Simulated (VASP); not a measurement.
# BN (P6_3/mmc) in VASP: further runs

The runs below take BN through single point, with PBE.

Program: VASP 6.6.1. These are calculated values, not measurements. Logs are shortened: lines on timing, memory, paths and dates and some standing lists are left out, and cuts for length are marked.

### Step 1. The cell of the first run

It takes space group P6_3/mmc (No. 194, hexagonal). The conventional cell has a = 2.405 Å, b = 2.405 Å, c = 3.863 Å, α = 90.00°, β = 90.00°, γ = 120.00°. Within 2.2 Å of B (site symmetry -3m) lie 6 N at 1.69 Å and 2 B at 1.93 Å. N (site symmetry -6m2) has 6 B at 1.69 Å within 2.2 Å.

### Step 2. Single point, PBE (volume changed by -10%)

Contents of INCAR:

```
PREC     = Accurate       # precision mode
ENCUT    = 520            # plane-wave cutoff, eV
EDIFF    = 1E-7           # SCF threshold, eV
ISMEAR   = 0              # smearing method
SIGMA    = 0.01           # smearing width, eV
LREAL    = F              # projectors in reciprocal space
LASPH    = T              # aspherical terms in the spheres
NELM     = 60             # most SCF steps
ALGO     = Normal         # electronic algorithm
ISIF     = 2              # what is computed and relaxed
LWAVE    = F              # write WAVECAR
LCHARG   = F              # write CHGCAR
GGA      = PE             # functional
NBANDS   = 16             # bands
```

Contents of KPOINTS:

```
regular mesh
0
Gamma
  6 6 4
```

Contents of POSCAR:

```
BN
1.0
    2.4053578341      0.0000000000      0.0000000000
   -1.2026789171      2.0831009895      0.0000000000
    0.0000000000      0.0000000000      3.8629801682
B N
2 2
Direct
    0.0000000000      0.0000000000      0.0000000000
    0.0000000000      0.0000000000      0.5000000000
    0.3333333333      0.6666666667      0.2500000000
    0.6666666667      0.3333333333      0.7500000000
```

Potentials or basis: VASP PAW PBE potentials, release 64 (B, N).

Run with:

```bash
$ cat potpaw_PBE.64/B/POTCAR potpaw_PBE.64/N/POTCAR > POTCAR
$ mpirun -np 1 vasp_std > vasp.out
```

OUTCAR:

```text
PREC = Accurate
   ENCUT = 520
   EDIFF = 1E-7
   ISMEAR = 0
   LREAL = F
   LASPH = T
   NELM = 60
   ISIF = 2
   GGA = PE

 ion  position               nearest neighbor table
   1  0.000  0.000  0.000-   3 1.69   4 1.69   4 1.69   3 1.69   4 1.69   3 1.69   2 1.93   2 1.93

   2  0.000  0.000  0.500-   3 1.69   4 1.69   4 1.69   3 1.69   4 1.69   3 1.69   1 1.93   1 1.93

   3  0.333  0.667  0.250-   1 1.69   2 1.69   1 1.69   2 1.69   1 1.69   2 1.69
   4  0.667  0.333  0.750-   1 1.69   2 1.69   1 1.69   2 1.69   1 1.69   2 1.69

  LATTYP: Found a hexagonal cell.
 ALAT       =     2.4053578341
 C/A-ratio  =     1.6059898088

  Lattice vectors:

 A1 = (   2.4053578341,   0.0000000000,   0.0000000000)
 A2 = (  -1.2026789171,   2.0831009895,   0.0000000000)
 A3 = (   0.0000000000,   0.0000000000,   3.8629801682)

Analysis of symmetry for initial positions (statically):
=====================================================================
 Subroutine PRICEL returns:
 Original cell was already a primitive cell.

 Routine SETGRP: Setting up the symmetry group for a
 hexagonal supercell.

 Subroutine GETGRP returns: Found 24 space group operations
 (whereof 12 operations were pure point group operations)
 out of a pool of 24 trial point group operations.

The static configuration has the point symmetry D_3d.
 The point group associated with its full space group is D_6h.

Analysis of symmetry for dynamics (positions and initial velocities):
=====================================================================
 Subroutine PRICEL returns:
 Original cell was already a primitive cell.

 Routine SETGRP: Setting up the symmetry group for a
 hexagonal supercell.

 Subroutine GETGRP returns: Found 24 space group operations
 (whereof 12 operations were pure point group operations)
 out of a pool of 24 trial point group operations.

The dynamic configuration has the point symmetry D_3d.
 The point group associated with its full space group is D_6h.

 Subroutine INISYM returns: Found 24 space group operations
 (whereof 12 operations are pure point group operations),
 and found     1 'primitive' translations

----------------------------------------------------------------------------------------

                                     Primitive cell

  volume of cell :      19.3559

  direct lattice vectors                    reciprocal lattice vectors
     2.405357834  0.000000000  0.000000000     0.415738559  0.240026769  0.000000000
    -1.202678917  2.083100990  0.000000000     0.000000000  0.480053538  0.000000000
     0.000000000  0.000000000  3.862980168     0.000000000  0.000000000  0.258867495

  length of vectors
     2.405357834  2.405357834  3.862980168     0.480053538  0.480053538  0.258867495

  position of ions in fractional coordinates (direct lattice)
     0.000000000  0.000000000  0.000000000
     0.000000000  0.000000000  0.500000000
     0.333333333  0.666666667  0.250000000
     0.666666667  0.333333333  0.750000000

  ion indices of the primitive-cell ions
   primitive index   ion index
                 1           1
                 2           2
                 3           3
                 4           4

----------------------------------------------------------------------------------------

 KPOINTS: regular mesh

Automatic generation of k-mesh.
 Grid dimensions read from file:
 generate k-points for:    6    6    4

 Generating k-lattice:

  Cartesian coordinates                     Fractional coordinates (reciprocal lattice)
     0.069289760  0.040004462  0.000000000     0.166666667 -0.000000000  0.000000000
     0.000000000  0.080008923  0.000000000     0.000000000  0.166666667  0.000000000
     0.000000000  0.000000000  0.064716874     0.000000000  0.000000000  0.250000000

  Length of vectors
     0.080008923  0.080008923  0.064716874

  Shift w.r.t. Gamma in fractional coordinates (k-lattice)
     0.000000000  0.000000000  0.000000000

 Subroutine IBZKPT returns following result:
 ===========================================

[... 47 lines left out ...]
 fundamental gap:      2.2163750652
 Fermi energy:        11.7351284454

 k-point     1 :       0.0000    0.0000    0.0000
  band No.  band energies     occupation
      1     -12.1028      2.00000
      2      -6.4757      2.00000
      3      -1.5594      2.00000
      4      10.0917      2.00000
      5      10.0917      2.00000
      6      10.9059      2.00000
[... 8 lines left out ...]
     15      27.7191      0.00000
     16      28.9396      0.00000

 k-point     2 :       0.1667    0.0000    0.0000
  band No.  band energies     occupation
      1     -11.3698      2.00000
      2      -5.7823      2.00000
      3      -0.9331      2.00000
      4       6.0658      2.00000
      5       8.0204      2.00000
      6       9.3318      2.00000
[... 8 lines left out ...]
     15      26.2438      0.00000
     16      27.1458      0.00000

 k-point     3 :       0.3333    0.0000    0.0000
  band No.  band energies     occupation
      1      -9.2293      2.00000
      2      -4.0587      2.00000
      3       0.8289      2.00000
      4       0.8518      2.00000
      5       5.1097      2.00000
      6       6.0725      2.00000
[... 8 lines left out ...]
     15      25.9099      0.00000
     16      28.6603      0.00000

 k-point     4 :       0.5000    0.0000    0.0000
  band No.  band energies     occupation
      1      -6.6661      2.00000
      2      -4.7445      2.00000
      3       0.5803      2.00000
      4       1.3122      2.00000
      5       2.4653      2.00000
      6       5.3643      2.00000
[... 8 lines left out ...]
     15      27.5371      0.00000
     16      29.0723      0.00000
[... 267 lines left out ...]
 k-point    19 :       0.1667    0.1667    0.5000
  band No.  band energies     occupation
      1      -8.1008      2.00000
      2      -8.1008      2.00000
      3       4.2144      2.00000
      4       4.2144      2.00000
      5       5.1133      2.00000
      6       5.1133      2.00000
[... 8 lines left out ...]
     15      26.9134      0.00000
     16      26.9134      0.00000

 k-point    20 :       0.3333    0.1667    0.5000
  band No.  band energies     occupation
      1      -5.5682      2.00000
      2      -5.5682      2.00000
      3      -0.0170      2.00000
      4      -0.0170      2.00000
      5       4.0029      2.00000
      6       4.0029      2.00000
[... 8 lines left out ...]
     15      28.0264      0.00000
     16      28.0264      0.00000

 k-point    21 :       0.3333    0.3333    0.5000
  band No.  band energies     occupation
      1      -4.0250      2.00000
      2      -4.0250      2.00000
      3       0.2545      2.00000
      4       0.2545      2.00000
      5       0.5620      2.00000
      6       0.5620      2.00000
[... 8 lines left out ...]
     15      29.1453      0.00000
     16      29.1453      0.00000

------------------------ aborting loop because EDIFF is reached ----------------------------------------

  FORCE on cell =-STRESS in cart. coord.  units (eV):
  Direction    XX          YY          ZZ          XY          YZ          ZX
  --------------------------------------------------------------------------------------
  -------------------------------------------------------------------------------------
  Total        6.3416809      6.3416809      7.1712823     -0.0000000     -0.0000000      0.0000000
  in kB      524.9313029    524.9313029    593.6013795     -0.0000000     -0.0000000      0.0000000
  external PRESSURE =     547.8213284 kB  Pullay stress =       0.0000000 kB

 VOLUME and BASIS-vectors are now :
 -----------------------------------------------------------------------------
  energy-cutoff  :      520.00
  volume of cell :       19.36
      direct lattice vectors                 reciprocal lattice vectors
     2.405357834  0.000000000  0.000000000     0.415738559  0.240026769  0.000000000
    -1.202678917  2.083100990  0.000000000     0.000000000  0.480053538  0.000000000
     0.000000000  0.000000000  3.862980168     0.000000000  0.000000000  0.258867495

 POSITION                                       TOTAL-FORCE (eV/Angst)
 -----------------------------------------------------------------------------------
      0.00000      0.00000      0.00000         0.000000     -0.000000      0.000000
      0.00000      0.00000      1.93149         0.000000     -0.000000      0.000000
     -0.00000      1.38873      0.96575        -0.000000      0.000000     -0.000000
      1.20268      0.69437      2.89724         0.000000      0.000000     -0.000000
 -----------------------------------------------------------------------------------
    total drift:                                0.000000     -0.000000      0.000000

  FREE ENERGIE OF THE ION-ELECTRON SYSTEM (eV)
  ---------------------------------------------------
  free  energy   TOTEN  =       -27.4570469526 eV

  energy  without entropy=      -27.4570469526  energy(sigma->0) =      -27.45704695
```

It took 4.3 s on 1 thread of Intel Xeon 6975P-C, shared host; peak memory 0.12 GiB.

What came out:

| Quantity | Value |
| --- | --- |
| Free energy | -27.4570 eV |
| Pressure | 54.8 GPa |
| Band gap on the k mesh | 2.22 eV, indirect (least direct gap 6.31 eV) |

Stress tensor (GPa, compression positive):
```
52.49  0.00  0.00
 0.00 52.49  0.00
 0.00  0.00 59.36
```

Caveat: the k points lie up to 0.50 Å⁻¹ apart; the cell differs from its parent crystal (volume changed by -10%).

### Step 3. Single point, PBE

This run uses another cell than the first one, of 5.38 Å³/atom, 1.111 times its volume.

Contents of INCAR:

```
PREC = Accurate
ENCUT = 520
EDIFF = 1E-6
ISMEAR = 0
SIGMA = 0.01
LREAL = F
LASPH = T
NELM = 60
ALGO = Normal
ISIF = 2
LWAVE = F
LCHARG = T
GGA = PE
LELF = T
LVHAR = T
NBANDS = 16
```

Contents of KPOINTS:

```
Automatic mesh
0
Gamma
  6 6 4
```

Contents of POSCAR:

```
BN
1.0
    2.4913353502      0.0000000000      0.0000000000
   -1.2456676751      2.1575597026      0.0000000000
    0.0000000000      0.0000000000      4.0010591828
B N
2 2
Direct
    0.0000000000      0.0000000000      0.0000000000
    0.0000000000      0.0000000000      0.5000000000
    0.3333333333      0.6666666667      0.2500000000
    0.6666666667      0.3333333333      0.7500000000
```

Potentials or basis: VASP PAW PBE potentials, release 64 (B, N).

Run with:

```bash
$ cat potpaw_PBE.64/B/POTCAR potpaw_PBE.64/N/POTCAR > POTCAR
$ mpirun -np 1 vasp_std > vasp.out
```

It took 3.8 s on 1 thread of Intel Xeon 6975P-C, shared host; peak memory 0.13 GiB.

It converged, with:

- Free energy: -27.8324 eV
- Pressure: 4.5 GPa
- Band gap on the k mesh: 1.58 eV, indirect (least direct gap 5.53 eV)

Stress tensor (GPa, compression positive):
```
3.84 0.00 0.00
0.00 3.84 0.00
0.00 0.00 5.74
```

Levels at points of the mesh, in eV from the valence-band top:
| k point | band 5 | band 6 | band 7 | band 8 | band 9 | band 10 | band 11 | band 12 |
| --- | --- | --- | --- | --- | --- | --- | --- | --- |
| (0.00, 0.00, 0.00) | -1.46 | -0.68 | -0.68 | -0.18 | 5.81 | 8.16 | 8.34 | 8.34 |
| (0.50, 0.00, 0.00) | -8.30 | -5.70 | -4.34 | -0.58 | 5.39 | 5.57 | 6.03 | 6.38 |
| (0.00, 0.00, 0.50) | -0.96 | -0.96 | -0.96 | -0.96 | 7.08 | 7.08 | 7.79 | 7.79 |
| (0.50, 0.00, 0.50) | -3.90 | -3.90 | -3.27 | -3.27 | 4.78 | 4.78 | 7.60 | 7.60 |

Caveat: the k points lie up to 0.49 Å⁻¹ apart. A k mesh can miss the band edges.

### Step 4. Single point, PBE (volume changed by -5%)

Contents of INCAR:

```
ALGO     = Normal         # electronic algorithm
EDIFF    = 1E-6           # SCF threshold, eV
ENCUT    = 520            # plane-wave cutoff, eV
GGA      = PE             # functional
ISIF     = 2              # what is computed and relaxed
ISMEAR   = 0              # smearing method
LASPH    = T              # aspherical terms in the spheres
LCHARG   = T              # write CHGCAR
LELF     = T              # ELF
LREAL    = F              # projectors in reciprocal space
LVHAR    = T            
LWAVE    = F              # write WAVECAR
NBANDS   = 16             # bands
NELM     = 80             # most SCF steps
PREC     = Accurate       # precision mode
SIGMA    = 0.01           # smearing width, eV
```

Contents of KPOINTS:

```
k-points
0
Gamma
  6 6 4
```

Contents of POSCAR:

```
BN
1.0
    2.4491011683      0.0000000000      0.0000000000
   -1.2245505841      2.1209838282      0.0000000000
    0.0000000000      0.0000000000      3.9332315171
B N
2 2
Direct
    0.0000000000      0.0000000000      0.0000000000
    0.0000000000      0.0000000000      0.5000000000
    0.3333333333      0.6666666667      0.2500000000
    0.6666666667      0.3333333333      0.7500000000
```

Run with:

```bash
$ cat potpaw_PBE.64/B/POTCAR potpaw_PBE.64/N/POTCAR > POTCAR
$ mpirun -np 1 vasp_std > vasp.out
```

Run time: 4 s. Hardware: 1 thread of Intel Xeon 6975P-C, shared host; peak memory 0.12 GiB.

The run converged. Its results:

* Free energy: -27.7287 eV
* Pressure: 26.6 GPa
* Band gap on the k mesh: 1.88 eV, indirect (least direct gap 5.91 eV)

Stress tensor (GPa, compression positive):
```
25.22  0.00  0.00
 0.00 25.22  0.00
 0.00  0.00 29.39
```

Levels at points of the mesh, in eV from the valence-band top:
| k point | band 4 | band 5 | band 6 | band 7 | band 8 | band 9 | band 10 | band 11 | band 12 | band 13 |
| --- | --- | --- | --- | --- | --- | --- | --- | --- | --- | --- |
| (0.00, 0.00, 0.00) | -1.52 | -1.52 | -0.73 | -0.73 | -0.18 | 6.31 | 8.67 | 8.67 | 8.97 | 8.97 |
| (0.50, 0.00, 0.00) | -10.15 | -8.74 | -6.00 | -4.50 | -0.63 | 5.52 | 6.01 | 6.18 | 6.79 | 10.96 |
| (0.00, 0.00, 0.50) | -6.24 | -1.00 | -1.00 | -1.00 | -1.00 | 7.69 | 7.69 | 8.03 | 8.03 | 8.03 |
| (0.50, 0.00, 0.50) | -12.73 | -4.11 | -4.11 | -3.38 | -3.38 | 5.16 | 5.16 | 7.79 | 7.79 | 11.06 |

Caveat: the k points lie up to 0.49 Å⁻¹ apart; the cell differs from its parent crystal (volume changed by -5%). A k mesh can miss the band edges.

### Step 5. Single point, PBE (volume changed by +5%)

Contents of INCAR:

```
SYSTEM = BN
PREC = Accurate
ENCUT = 520
EDIFF = 1E-7
ISMEAR = 0
SIGMA = 0.01
LREAL = .False.
LASPH = .True.
NELM = 100
ALGO = Normal
ISIF = 2
LWAVE = .False.
LCHARG = .False.
GGA = PE
NBANDS = 16
```

Contents of KPOINTS:

```
Automatic mesh
0
Gamma
  6 6 4
  0 0 0
```

Contents of POSCAR:

```
BN
1.0
    2.5321841736      0.0000000000      0.0000000000
   -1.2660920868      2.1929358214      0.0000000000
    0.0000000000      0.0000000000      4.0666619768
B N
2 2
Direct
    0.0000000000      0.0000000000      0.0000000000
    0.0000000000      0.0000000000      0.5000000000
    0.3333333333      0.6666666667      0.2500000000
    0.6666666667      0.3333333333      0.7500000000
```

Run with:

```bash
$ cat potpaw_PBE.64/B/POTCAR potpaw_PBE.64/N/POTCAR > POTCAR
$ mpirun -np 1 vasp_std > vasp.out
```

It took 5.5 s on 1 thread of Intel Xeon 6975P-C, shared host; peak memory 0.13 GiB.

The run converged. Its results:

| Property | Result |
| --- | --- |
| Free energy | -27.8041 eV |
| Pressure | -12.9 GPa |
| Band gap on the k mesh | 1.30 eV, indirect (least direct gap 5.19 eV) |

Levels at points of the mesh, in eV from the valence-band top:
```
           k point  band 5  band 6  band 7  band 8  band 9  band 10  band 11  band 12
(0.00, 0.00, 0.00)   -1.40   -0.63   -0.63   -0.19    5.36     7.23     8.04     8.04
(0.50, 0.00, 0.00)   -7.90   -5.44   -4.20   -0.54    5.17     5.26     5.87     6.01
(0.00, 0.00, 0.50)   -0.91   -0.91   -0.91   -0.91    6.52     6.52     7.56     7.56
(0.50, 0.00, 0.50)   -3.70   -3.70   -3.16   -3.16    4.42     4.42     7.42     7.42
```

Caveat: the k points lie up to 0.48 Å⁻¹ apart; the cell differs from its parent crystal (volume changed by +5%). A k mesh can miss the band edges.

### Step 6. Single point, PBE (volume changed by +10%)

Contents of INCAR:

```
PREC = Accurate
ENCUT = 520
EDIFF = 1E-6
ISMEAR = 0
SIGMA = 0.01
LREAL = False
LASPH = True
NELM = 80
ALGO = Normal
ISIF = 2
LWAVE = False
LCHARG = False
GGA = PE
NBANDS = 16
```

Contents of KPOINTS:

```
Automatic mesh
0
Gamma
  6 6 4
```

Contents of POSCAR:

```
BN
1.0
    2.5717559429      0.0000000000      0.0000000000
   -1.2858779715      2.2272059789      0.0000000000
    0.0000000000      0.0000000000      4.1302138352
B N
2 2
Direct
    0.0000000000      0.0000000000      0.0000000000
    0.0000000000      0.0000000000      0.5000000000
    0.3333333333      0.6666666667      0.2500000000
    0.6666666667      0.3333333333      0.7500000000
```

Potentials or basis: VASP PAW PBE potentials, release 64 (B, N).

Run with:

```bash
$ cat potpaw_PBE.64/B/POTCAR potpaw_PBE.64/N/POTCAR > POTCAR
$ mpirun -np 1 vasp_std > vasp.out
```

Run time: 4.7 s. Hardware: 1 thread of Intel Xeon 6975P-C, shared host; peak memory 0.13 GiB.

Results (log left out):

- Free energy: -27.6723 eV
- Pressure: -26.5 GPa
- Band gap on the k mesh: 1.04 eV, indirect (least direct gap 4.87 eV)

Stress tensor (GPa, compression positive):
```
-25.97   0.00   0.00
  0.00 -25.97   0.00
  0.00   0.00 -27.45
```

Levels at points of the mesh, in eV from the valence-band top:
```csv
k point,band 6,band 7,band 8,band 9,band 10,band 11
"(0.00, 0.00, 0.00)",-0.59,-0.59,-0.19,4.96,6.39,7.76
"(0.50, 0.00, 0.00)",-5.19,-4.08,-0.51,4.80,5.13,5.66
"(0.00, 0.00, 0.50)",-0.87,-0.87,-0.87,6.00,6.00,7.34
"(0.50, 0.00, 0.50)",-3.53,-3.06,-3.06,4.09,4.09,7.25
```

Caveat: the k points lie up to 0.47 Å⁻¹ apart; the cell differs from its parent crystal (volume changed by +10%).

### Step 7. Overview

```tsv
cell	gap on the mesh (eV)	pressure (GPa)
a = 2.405, b = 2.405, c = 3.863 Å, angles 90.0, 90.0, 120.0°, 4 atoms	2.22	54.8
a = 2.491, b = 2.491, c = 4.001 Å, angles 90.0, 90.0, 120.0°, 4 atoms	1.58	4.5
a = 2.449, b = 2.449, c = 3.933 Å, angles 90.0, 90.0, 120.0°, 4 atoms	1.88	26.6
a = 2.532, b = 2.532, c = 4.067 Å, angles 90.0, 90.0, 120.0°, 4 atoms	1.30	-12.9
a = 2.572, b = 2.572, c = 4.130 Å, angles 90.0, 90.0, 120.0°, 4 atoms	1.04	-26.5
```

Alike in all rows: task single point; level PBE; potentials or basis VASP PAW PBE potentials, release 64 (B, N); no spin polarisation; k mesh 6 × 6 × 4; cutoff (eV) 520; smearing gaussian 0.01 eV.

Caveats: all runs use coarse meshes.

Absolute energies hang on the potentials; compare differences alone.
